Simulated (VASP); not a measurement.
A run of VASP 6.6.1 is set up as follows.

Contents of INCAR:

```
SYSTEM = TiO2
PREC = Accurate
ENCUT = 600
EDIFF = 1E-6
ISMEAR = 0
SIGMA = 0.02
LREAL = .False.
LASPH = .True.
NELM = 120
ALGO = Normal
ISIF = 2
LWAVE = .False.
LCHARG = .False.
GGA = CA
NBANDS = 33
GGA_COMPAT = .False.
```

Contents of KPOINTS:

```
regular mesh
0
Gamma
  6 6 10
  0 0 0
```

File POSCAR:

```
TiO2
1.0
    4.5482243690      0.0000000000      0.0000000000
    0.0000000000      4.5482243690      0.0000000000
    0.0000000000      0.0000000000      2.9171029784
Ti O
2 4
Direct
    0.0000000000      0.0000000000      0.0000000000
    0.5000000000      0.5000000000      0.5000000000
    0.3039667774      0.3039667774      0.0000000000
    0.1960332226      0.8039667774      0.5000000000
    0.6960332226      0.6960332226      0.0000000000
    0.8039667774      0.1960332226      0.5000000000
```

Potentials or basis: VASP PAW LDA potentials, release 64 (Ti_sv, O).

The run is started by

```console
$ cat potpaw_LDA.64/Ti_sv/POTCAR potpaw_LDA.64/O/POTCAR > POTCAR
$ mpirun -np 1 vasp_std > vasp.out
```

**Question.** Predict the pressure.

**Answer.** 1.0 GPa.

**Question.** Predict the band gap on the k mesh.

**Answer.** 1.83 eV.

Stress tensor (GPa, compression positive):
```
0.81 0.00 0.00
0.00 0.81 0.00
0.00 0.00 1.28
```

A k mesh can miss the band edges.
